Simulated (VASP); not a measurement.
In:

```
In
1.0
     3.89378    0.00000    0.00000
     0.00000    3.89378    0.00000
     0.00000    0.00000    3.64099
In
2
Direct
  0.50000 0.00000 0.28941
  0.00000 0.50000 0.71059
```

The cell was built from a structure type or drawn by symmetry, and may not be a known phase.

- Program: VASP 6.6.1
- Task: relaxation of cell and atoms
- Functional: PBE
- Potentials or basis: VASP PAW PBE potentials, release 64 (In_d)
- Cutoff: 600 eV
- k mesh: 4 × 4 × 6
- Occupations: gaussian, width 0.1 eV
- Spin: no spin polarisation

At the start: pressure 0.8 GPa; volume 27.60 Å³/atom.

**Question.** Where does the relaxation end?

**Answer.** Over 32 steps the energy falls by 63.8 meV/atom and the volume is 26.71 Å³/atom (-3.2 %); space group P4/nmm (No. 129, to 0.1 Å) before, I4/mmm (No. 139, to 0.1 Å).

Step by step:
| step | energy change (eV) | largest force (eV/Å) | pressure (GPa) | volume (Å³) |
| --- | --- | --- | --- | --- |
| 1 | 0.0000 | 0.1386 | 0.79 | 55.20 |
| 2 | -0.0055 | 0.0968 | 0.04 | 56.30 |
| 3 | -0.0060 | 0.0838 | -0.15 | 56.65 |
| 4 | -0.0060 | 0.0791 | -0.23 | 56.76 |
| 5 | -0.0071 | 0.0695 | -0.15 | 56.59 |
| 6 | -0.0107 | 0.0622 | -0.04 | 56.12 |
| 7 | -0.0363 | 0.0772 | 0.11 | 55.18 |
| 8 | -0.0731 | 0.0991 | 0.94 | 53.28 |
| 9 | -0.0734 | 0.1001 | 1.04 | 53.12 |
| 10 | -0.0737 | 0.0993 | 1.02 | 53.10 |
| 11 | -0.0746 | 0.0940 | 1.05 | 53.04 |
| 12 | -0.0767 | 0.0768 | 1.06 | 52.92 |
| 13 | -0.0825 | 0.0348 | 1.12 | 52.67 |
| 14 | -0.0946 | 0.0742 | 1.49 | 52.17 |
| 15 | -0.0739 | 0.3797 | 2.95 | 51.12 |
| 16 | -0.1007 | 0.0959 | 1.64 | 51.94 |
| 17 | -0.0985 | 0.2093 | 2.21 | 51.55 |
| 18 | -0.1011 | 0.1385 | 1.84 | 51.81 |
| 19 | -0.1057 | 0.1545 | 1.68 | 52.02 |
| 20 | -0.1122 | 0.2012 | 1.21 | 52.66 |
| 21 | -0.1126 | 0.2160 | 1.04 | 52.84 |
| 22 | -0.1155 | 0.1909 | 0.83 | 53.10 |
| 23 | -0.1196 | 0.1432 | 0.34 | 53.64 |
| 24 | -0.1209 | 0.0581 | -0.58 | 54.73 |
| 25 | -0.1214 | 0.0885 | -0.21 | 54.32 |
| 26 | -0.1224 | 0.0829 | -0.21 | 54.26 |
| 27 | -0.1246 | 0.0646 | -0.14 | 54.08 |
| 28 | -0.1254 | 0.0634 | 0.07 | 53.71 |
| 29 | -0.1256 | 0.0634 | -0.04 | 53.82 |
| 30 | -0.1267 | 0.0497 | 0.05 | 53.67 |
| 31 | -0.1275 | 0.0058 | 0.25 | 53.39 |
| 32 | -0.1275 | 0.0120 | 0.21 | 53.42 |

Final structure:
```yaml
crystal:
  lattice:
    - [3.61951, 0.00000, 0.00000]
    - [0.00000, 3.61951, 0.00000]
    - [0.00000, 0.00000, 4.07774]
  atoms:
    - { symbol: In, position: [0.50000, 0.00000, 0.24905] }
    - { symbol: In, position: [0.00000, 0.50000, 0.75095] }
```

Caveat: the k points lie up to 0.43 Å⁻¹ apart in the final cell, too coarse for converged energies and pressures of a metal.
